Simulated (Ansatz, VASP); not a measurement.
# One calculation of NaHI, two programs

```xyz
6
Lattice="4.4465 0.0000 0.0000 0.0000 4.4465 0.0000 0.0000 0.0000 6.3379" Properties=species:S:1:pos:R:3 pbc="T T T"
Na    0.0000    2.2232    1.2608
Na    2.2232    0.0000    5.0771
H     0.0000    0.0000    0.0000
H     2.2232    2.2232    0.0000
I     0.0000    2.2232    4.5639
I     2.2232    0.0000    1.7739
```

Alike in both runs: functional PBEsol; k mesh 4 × 4 × 3; occupations methfessel-paxton of order 1, width 0.0643 eV; no spin polarisation.

Ansatz relaxed the structure, and its values are those at the end. VASP's run is a single point on that final structure, the one shown.

|  | VASP | Ansatz |
| --- | --- | --- |
| version | VASP 6.6.1 | Ansatz 0.2.0 |
| potentials or method | VASP PAW PBE potentials, release 64 (Na_pv, H, I), cutoff 520 eV | PAW plane waves |
| valence electrons in the cell | 30 | 54 |

```tsv
	VASP	Ansatz	Ansatz less VASP
gap on the k mesh at the Fermi level (eV)	none	none	-
pressure (GPa)	0.0	0.0	-0.04
```

VASP's potentials were made for PBE, not for PBEsol. A gap of «none» marks a metal or a gap that the smearing closes. VASP's potentials hold 30 valence electrons a cell and Ansatz's 54, so a difference there can come from the potentials and not from the codes.

Neither program's run includes spin-orbit coupling.
